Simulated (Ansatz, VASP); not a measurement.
## Ir in VASP and in Ansatz

The input INCAR:

```
PREC = Accurate
ENCUT = 500
EDIFF = 1E-6
ISMEAR = -1
SIGMA = 0.1
LREAL = False
LASPH = True
NELM = 120
ALGO = Normal
ISIF = 2
LWAVE = False
LCHARG = True
GGA = PS
LELF = True
LVHAR = True
NBANDS = 32
GGA_COMPAT = False
```

Contents of KPOINTS:

```
regular mesh
0
Gamma
  11 11 15
```

POSCAR

```
Ir
1.0
    4.2757034922      0.0000000000      0.0000000000
   -2.1378517461      3.7028678433      0.0000000000
    0.0000000000      0.0000000000      2.6373075987
Ir
3
Direct
    0.0000000000      0.0000000000      0.0000000000
    0.3333333333      0.6666666667      0.5000000000
    0.6666666667      0.3333333333      0.5000000000
```

Input for Ansatz:

```yaml
crystal:
  lattice:
    - [4.2757034922, 0.0, 0.0]
    - [-2.1378517461, 3.7028678433, 0.0]
    - [0.0, 0.0, 2.6373075987]
  atoms:
    - { symbol: Ir, position: [0.0, 0.0, 0.0] }
    - { symbol: Ir, position: [0.3333333333, 0.6666666667, 0.5] }
    - { symbol: Ir, position: [0.6666666667, 0.3333333333, 0.5] }
hamiltonian:
  xc: pbesol
  pseudopotentials:
    kind: paw
    azcp:
      Ir: "pseudopotentials/Ir.paw.azcp"
basis:
  ecutwfc: 420
  fft_grid_basis: typed
kpoints:
  mp_grid: { grid: [11, 11, 15], shift: [0, 0, 0] }
magnetization:
  spin_polarized: false
scf:
  occupations: { method: fermi_dirac, width: 0.1 }
output:
  stress: true
```

Alike in both runs: task single point; functional PBEsol; k mesh 11 × 11 × 15; occupations fermi-dirac, width 0.1 eV; no spin polarisation.

```csv
,VASP,Ansatz
version,VASP 6.6.1,Ansatz 0.2.0
potentials or method,"VASP PAW PBE potentials, release 64 (Ir_sv_GW), cutoff 500 eV","plane waves (420 eV) with PAW, scalar-relativistic"
valence electrons in the cell,51,51
```

|  | VASP | Ansatz | Ansatz less VASP |
| --- | --- | --- | --- |
| pressure (GPa) | 12.7 | 16.2 | +3.43 |
| traceless stress, the component that is largest in VASP (GPa) | -1.42 | -1.42 | -0.007 |

VASP's potentials were made for PBE, not for PBEsol, and Ansatz warns of the same on its side. With one functional, cell and mesh, what is left measures potentials, basis and numerics.

Spin-orbit coupling is off throughout.
